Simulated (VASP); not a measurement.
# NiGe (scan) (Pnma) in VASP: single point with r2SCAN

Aim: the single point of NiGe (scan) with r2SCAN.

All numbers are computed with VASP 6.6.1; they aren't measurements. Logs are shortened: lines on timing, memory, paths and dates and some standing lists are left out, and cuts for length are marked.

### Step 1. The cell of the first run

It takes space group Pnma (No. 62, orthorhombic). Conventional cell: a = 5.381 Å, b = 3.428 Å, c = 5.811 Å, α = 90.00°, β = 90.00°, γ = 90.00°. Ni (site symmetry m) has 6 Ge at 2.33 to 2.49 Å and 4 Ni at 2.78 to 2.80 Å within 3.1 Å. Ge (site symmetry m) has 6 Ni at 2.33 to 2.49 Å and 2 Ge at 2.82 Å within 3.1 Å.

### Step 2. Single point, r2SCAN

POSCAR

```
NiGe
1.0
    5.3810000000      0.0000000000      0.0000000000
    0.0000000000      3.4280000000      0.0000000000
    0.0000000000      0.0000000000      5.8110000000
Ni Ge
4 4
Direct
    0.9950000000      0.7500000000      0.1900000000
    0.0050000000      0.2500000000      0.8100000000
    0.5050000000      0.2500000000      0.6900000000
    0.4950000000      0.7500000000      0.3100000000
    0.8120000000      0.7500000000      0.5830000000
    0.1880000000      0.2500000000      0.4170000000
    0.6880000000      0.2500000000      0.0830000000
    0.3120000000      0.7500000000      0.9170000000
```

INCAR.step1

```
  PREC = Accurate
  ENCUT = 520
  ISMEAR = 0
  SIGMA = 0.1
  LREAL = F
  LASPH = T
  NELM = 80
  NBANDS = 58
  GGA = PE
  ALGO = Normal
  EDIFF = 1E-4
  LWAVE = T
  LCHARG = F
```

INCAR.step2

```
  PREC = Accurate
  ENCUT = 520
  EDIFF = 1E-7
  ISMEAR = 0
  SIGMA = 0.1
  LREAL = F
  LASPH = T
  NELM = 80
  ALGO = Normal
  ISIF = 2
  LWAVE = F
  LCHARG = F
  METAGGA = R2SCAN
  LMIXTAU = T
  NBANDS = 58
  ISTART = 1
```

KPOINTS

```
regular mesh
0
Gamma
  4 6 4
```

Potentials or basis: VASP PAW PBE potentials, release 64 (Ni, Ge_d).

The run is started by

```bash
> cat potpaw_PBE.64/Ni/POTCAR potpaw_PBE.64/Ge_d/POTCAR > POTCAR
> cp INCAR.step1 INCAR
> mpirun -np 1 vasp_std > vasp.out
> cp INCAR.step2 INCAR
> mpirun -np 1 vasp_std > vasp.out
```

OUTCAR:

```text
PREC = Accurate
   ENCUT = 520
   EDIFF = 1E-7
   ISMEAR = 0
   LREAL = F
   LASPH = T
   NELM = 80
   ISIF = 2
   METAGGA = R2SCAN
   ISTART = 1

 ion  position               nearest neighbor table
   1  0.995  0.750  0.190-   8 2.33   6 2.40   6 2.40   7 2.46   7 2.46   5 2.49   4 2.78   4 2.78
                             2 2.80   2 2.80
   2  0.005  0.250  0.810-   7 2.33   5 2.40   5 2.40   8 2.46   8 2.46   6 2.49   3 2.78   3 2.78
                             1 2.80   1 2.80
   3  0.505  0.250  0.690-   6 2.33   8 2.40   8 2.40   5 2.46   5 2.46   7 2.49   2 2.78   2 2.78
                             4 2.80   4 2.80
   4  0.495  0.750  0.310-   5 2.33   7 2.40   7 2.40   6 2.46   6 2.46   8 2.49   1 2.78   1 2.78
                             3 2.80   3 2.80
   5  0.812  0.750  0.583-   4 2.33   2 2.40   2 2.40   3 2.46   3 2.46   1 2.49   6 2.82   6 2.82

   6  0.188  0.250  0.417-   3 2.33   1 2.40   1 2.40   4 2.46   4 2.46   2 2.49   5 2.82   5 2.82

   7  0.688  0.250  0.083-   2 2.33   4 2.40   4 2.40   1 2.46   1 2.46   3 2.49   8 2.82   8 2.82

   8  0.312  0.750  0.917-   1 2.33   3 2.40   3 2.40   2 2.46   2 2.46   4 2.49   7 2.82   7 2.82

  LATTYP: Found a simple orthorhombic cell.
 ALAT       =     3.4280000000
 B/A-ratio  =     1.5697199533
 C/A-ratio  =     1.6951575263

  Lattice vectors:

 A1 = (   0.0000000000,  -3.4280000000,   0.0000000000)
 A2 = (   5.3810000000,   0.0000000000,   0.0000000000)
 A3 = (   0.0000000000,   0.0000000000,   5.8110000000)

Analysis of symmetry for initial positions (statically):
=====================================================================
 Subroutine PRICEL returns:
 Original cell was already a primitive cell.

 Routine SETGRP: Setting up the symmetry group for a
 simple orthorhombic supercell.

 Subroutine GETGRP returns: Found  8 space group operations
 (whereof  2 operations were pure point group operations)
 out of a pool of  8 trial point group operations.

The static configuration has the point symmetry S_2 .
 The point group associated with its full space group is D_2h.

Analysis of symmetry for dynamics (positions and initial velocities):
=====================================================================
 Subroutine PRICEL returns:
 Original cell was already a primitive cell.

 Routine SETGRP: Setting up the symmetry group for a
 simple orthorhombic supercell.

 Subroutine GETGRP returns: Found  8 space group operations
 (whereof  2 operations were pure point group operations)
 out of a pool of  8 trial point group operations.

The dynamic configuration has the point symmetry S_2 .
 The point group associated with its full space group is D_2h.

 Subroutine INISYM returns: Found  8 space group operations
 (whereof  2 operations are pure point group operations),
 and found     1 'primitive' translations

----------------------------------------------------------------------------------------

                                     Primitive cell

  volume of cell :     107.1901

  direct lattice vectors                    reciprocal lattice vectors
     5.381000000  0.000000000  0.000000000     0.185839063  0.000000000  0.000000000
     0.000000000  3.428000000  0.000000000     0.000000000  0.291715286  0.000000000
     0.000000000  0.000000000  5.811000000     0.000000000  0.000000000  0.172087420

  length of vectors
     5.381000000  3.428000000  5.811000000     0.185839063  0.291715286  0.172087420

  position of ions in fractional coordinates (direct lattice)
     0.995000000  0.750000000  0.190000000
     0.005000000  0.250000000  0.810000000
     0.505000000  0.250000000  0.690000000
     0.495000000  0.750000000  0.310000000
     0.812000000  0.750000000  0.583000000
     0.188000000  0.250000000  0.417000000
     0.688000000  0.250000000  0.083000000
     0.312000000  0.750000000  0.917000000

  ion indices of the primitive-cell ions
   primitive index   ion index
                 1           1
                 2           2
                 3           3
                 4           4
                 5           5
                 6           6
                 7           7
                 8           8

----------------------------------------------------------------------------------------

 KPOINTS: regular mesh

Automatic generation of k-mesh.
 Grid dimensions read from file:
 generate k-points for:    4    6    4

 Generating k-lattice:

  Cartesian coordinates                     Fractional coordinates (reciprocal lattice)
     0.046459766  0.000000000  0.000000000     0.250000000  0.000000000  0.000000000
     0.000000000  0.048619214  0.000000000     0.000000000  0.166666667  0.000000000
     0.000000000  0.000000000  0.043021855     0.000000000  0.000000000  0.250000000

  Length of vectors
     0.046459766  0.048619214  0.043021855

  Shift w.r.t. Gamma in fractional coordinates (k-lattice)
     0.000000000  0.000000000  0.000000000

 Subroutine IBZKPT returns following result:
 ===========================================

 Found     36 irreducible k-points:

 Following reciprocal coordinates:
            Coordinates               Weight
  0.000000  0.000000  0.000000      1.000000
  0.250000  0.000000  0.000000      2.000000
  0.500000  0.000000  0.000000      1.000000
  0.000000  0.166667  0.000000      2.000000
  0.250000  0.166667  0.000000      4.000000
  0.500000  0.166667  0.000000      2.000000
[... 16 lines left out ...]
  0.250000  0.500000  0.250000      4.000000
  0.500000  0.500000  0.250000      2.000000
 [... further k-points ...]
   k-points           NKPTS =     36   k-points in BZ     NKDIM =     36   number of bands    NBANDS=     58
   number of dos      NEDOS =    301   number of ions     NIONS =      8
   total plane-waves  NPLWV =  53760
   dimension x,y,z NGX =    40 NGY =   28 NGZ =   48
   dimension x,y,z NGXF=    80 NGYF=   56 NGZF=   96
   ions per type =               4   4
   NGX,Y,Z   is equivalent  to a cutoff of  12.36, 13.58, 13.73 a.u.
   NGXF,Y,Z  is equivalent  to a cutoff of  24.72, 27.16, 27.46 a.u.
 SYSTEM =  unknown system
   PREC   = accura    normal or accurate (medium, high low for compatibility)
   ISTART =      1    job   : 0-new  1-cont  2-samecut
   ICHARG =      0    charge: 1-file 2-atom 10-const
   ISPIN  =      1    spin polarized calculation?
   LNONCOLLINEAR =      F non collinear calculations
   LSORBIT =      F    spin-orbit coupling
   LASPH  =      T    aspherical Exc in radial PAW
   ENCUT  =  520.0 eV  38.22 Ry    6.18 a.u.  10.01  6.37 10.80*2*pi/ulx,y,z
   NELM   =     80;   NELMIN=  2; NELMDL=  0     # of ELM steps
   EDIFF  = 0.1E-06   stopping-criterion for ELM
   LREAL  =      F    real-space projection
   EDIFFG = 0.1E-05   stopping-criterion for IOM
   NSW    =      0    number of steps for IOM
   IBRION =     -1    ionic relax: 0-MD 1-quasi-New 2-CG
   NFREE  =      0    steps in history (QN), initial steepest desc. (CG)
   ISIF   =      2    stress and relaxation
   ISYM   =      2    0-nonsym 1-usesym 2-fastsym
   POTIM  = 0.5000    time-step for ionic-motion
   TEBEG  =    0.0;   TEEND  =   0.0 temperature during run
   PSTRESS=    0.0 pullay stress
   NELECT =      96.0000    total number of electrons
   NUPDOWN=      -1.0000    fix difference up-down
   EMIN   =  10.00;   EMAX   =-10.00  energy-range for DOS
   EFERMI =   0.00;   METHOD = LEGACY
   ISMEAR =     0;   SIGMA  =   0.10  broadening in eV -4-tet -1-fermi 0-gaus
   EFERMI_NEDOS =   21; number of points for ismear=-14 and -15
   IALGO  =     38    algorithm
   IMIX   =      4    mixing-type and parameters
     AMIX     =   0.40;   BMIX     =  1.00
     AMIX_MAG =   1.60;   BMIX_MAG =  1.00
  volume/ion in A,a.u.               =      13.40        90.42
  Fermi-wavevector in a.u.,A,eV,Ry     =   1.578024  2.982033 33.880692  2.490161
  Thomas-Fermi vector in A             =   2.678618
   LORBIT       =      0    0 simple, 1 ext, 2 COOP (PROOUT), +10 PAW based schemes
   METAGGA = R2SCAN    functional components
   LHFCALC =     F    Hartree Fock is set to
   AEXX    =    0.0000 exact exchange contribution
   IVDW    =     0    specifies the selected vdW correction
   LEPSILON=     F    determine dielectric tensor
   LRPA    =     F    only Hartree local field effects (RPA)
 non-spin polarized calculation
 Gauss-broadening in eV      SIGMA  =   0.10
  energy-cutoff  :      520.00
  volume of cell :      107.19
 maximum number of plane-waves:      2922
   NGX = 21   NGY = 13   NGZ = 21

 number of electron      96.0000019 magnetization

 Free energy of the ion-electron system (eV)
  ---------------------------------------------------
  ext. energy  EPLUGINS =         0.00000000
  ---------------------------------------------------
  free energy    TOTEN  =      -105.52189739 eV

  energy without entropy =     -105.51558677  energy(sigma->0) =     -105.51874208

 E-fermi :   8.7667     XC(G=0): -13.6999

 val. band max:        8.7416868421   @ k =   0.2500   0.5000   0.0000
 cond. band min:       8.8154720143   @ k =   0.2500   0.0000   0.0000
 fundamental gap:      0.0737851721
 Fermi energy:         8.7666585891

 k-point     1 :       0.0000    0.0000    0.0000
  band No.  band energies     occupation
      1     -16.6535      2.00000
      2     -16.6413      2.00000
      3     -16.6284      2.00000
      4     -16.6279      2.00000
      5     -16.6026      2.00000
      6     -16.5849      2.00000
[... 50 lines left out ...]
     57      15.8729      0.00000
     58      16.1295      0.00000

 k-point     2 :       0.2500    0.0000    0.0000
  band No.  band energies     occupation
      1     -16.6513      2.00000
      2     -16.6427      2.00000
      3     -16.6266      2.00000
      4     -16.6263      2.00000
      5     -16.6026      2.00000
      6     -16.5893      2.00000
[... 50 lines left out ...]
     57      15.1518      0.00000
     58      15.6118      0.00000

 k-point     3 :       0.5000    0.0000    0.0000
  band No.  band energies     occupation
      1     -16.6466      2.00000
      2     -16.6466      2.00000
      3     -16.6244      2.00000
      4     -16.6244      2.00000
      5     -16.5990      2.00000
      6     -16.5990      2.00000
[... 1216 lines left out ...]
      3     -16.6324      2.00000
      4     -16.6324      2.00000
      5     -16.5994      2.00000
      6     -16.5994      2.00000
[... 50 lines left out ...]
     57      15.8669      0.00000
     58      15.8669      0.00000

 k-point    24 :       0.5000    0.5000    0.2500
  band No.  band energies     occupation
      1     -16.6322      2.00000
      2     -16.6322      2.00000
      3     -16.6322      2.00000
      4     -16.6322      2.00000
      5     -16.5916      2.00000
      6     -16.5916      2.00000
[... 50 lines left out ...]
     57      15.7455      0.00000
     58      15.7455      0.00000

 [... further k-points ...]

------------------------ aborting loop because EDIFF is reached ----------------------------------------

  FORCE on cell =-STRESS in cart. coord.  units (eV):
  Direction    XX          YY          ZZ          XY          YZ          ZX
  --------------------------------------------------------------------------------------
  -------------------------------------------------------------------------------------
  Total       -0.9970309     -1.6447402     -0.6826707      0.0000000      0.0000000      0.0000000
  in kB      -14.9026851    -24.5840372    -10.2039234      0.0000000      0.0000000      0.0000000
  external PRESSURE =     -16.5635486 kB  Pullay stress =       0.0000000 kB

 VOLUME and BASIS-vectors are now :
 -----------------------------------------------------------------------------
  energy-cutoff  :      520.00
  volume of cell :      107.19
      direct lattice vectors                 reciprocal lattice vectors
     5.381000000  0.000000000  0.000000000     0.185839063  0.000000000  0.000000000
     0.000000000  3.428000000  0.000000000     0.000000000  0.291715286  0.000000000
     0.000000000  0.000000000  5.811000000     0.000000000  0.000000000  0.172087420

 POSITION                                       TOTAL-FORCE (eV/Angst)
 -----------------------------------------------------------------------------------
      5.35409      2.57100      1.10409         0.003926     -0.000000      0.053726
      0.02691      0.85700      4.70691        -0.003926     -0.000000     -0.053726
      2.71741      0.85700      4.00959        -0.003926      0.000000      0.053726
      2.66359      2.57100      1.80141         0.003926     -0.000000     -0.053726
      4.36937      2.57100      3.38781        -0.064022     -0.000000      0.070923
      1.01163      0.85700      2.42319         0.064022     -0.000000     -0.070923
      3.70213      0.85700      0.48231         0.064022     -0.000000      0.070923
      1.67887      2.57100      5.32869        -0.064022     -0.000000     -0.070923
 -----------------------------------------------------------------------------------
    total drift:                               -0.000000      0.000000     -0.000000

  FREE ENERGIE OF THE ION-ELECTRON SYSTEM (eV)
  ---------------------------------------------------
  free  energy   TOTEN  =      -105.5218973916 eV

  energy  without entropy=     -105.5155867683  energy(sigma->0) =     -105.51874208
```

Wall time 11 min (1 thread of Intel Xeon 6975P-C, shared host); peak memory 0.34 GiB.

Results:

```yaml
Free_energy: -105.5219 eV
Pressure: -1.7 GPa
Largest_force: 0.096 eV/Å
Band_gap_on_the_k_mesh: zero (band 48 reaches 9.60 eV, above the bottom of band 49 at 8.16 eV)
```

Forces in eV/Å, atoms in the order of the input:
```
Ni   0.004  0.000  0.054
Ni  -0.004  0.000 -0.054
Ni  -0.004  0.000  0.054
Ni   0.004  0.000 -0.054
Ge  -0.064  0.000  0.071
Ge   0.064  0.000 -0.071
Ge   0.064  0.000  0.071
Ge  -0.064  0.000 -0.071
```

Levels at points of the mesh, in eV from the Fermi level:
```
           k point  band 46  band 47  band 48  band 49  band 50  band 51
(0.00, 0.00, 0.00)    -1.12    -0.93    -0.79     0.72     0.81     4.19
(0.50, 0.00, 0.00)    -1.67     0.74     0.74     1.64     1.64     3.39
(0.00, 0.50, 0.00)    -1.70    -1.26    -1.26    -0.54    -0.54     2.13
(0.50, 0.50, 0.00)    -1.43    -1.43    -1.43     0.37     0.37     0.37
(0.00, 0.00, 0.50)    -1.41    -0.25    -0.25     1.29     1.29     2.85
(0.50, 0.00, 0.50)    -1.01     0.65     0.65     2.61     2.61     2.74
(0.00, 0.50, 0.50)    -1.70    -1.57    -1.57     0.35     0.35     0.80
(0.50, 0.50, 0.50)    -1.63    -1.63    -1.63     2.55     2.55     2.55
```

Caveat: the PAW data sets were made with another functional, which shifts forces and pressure a little. Spin polarisation is off, so any magnetic state and its effect on volume and gap are missing.
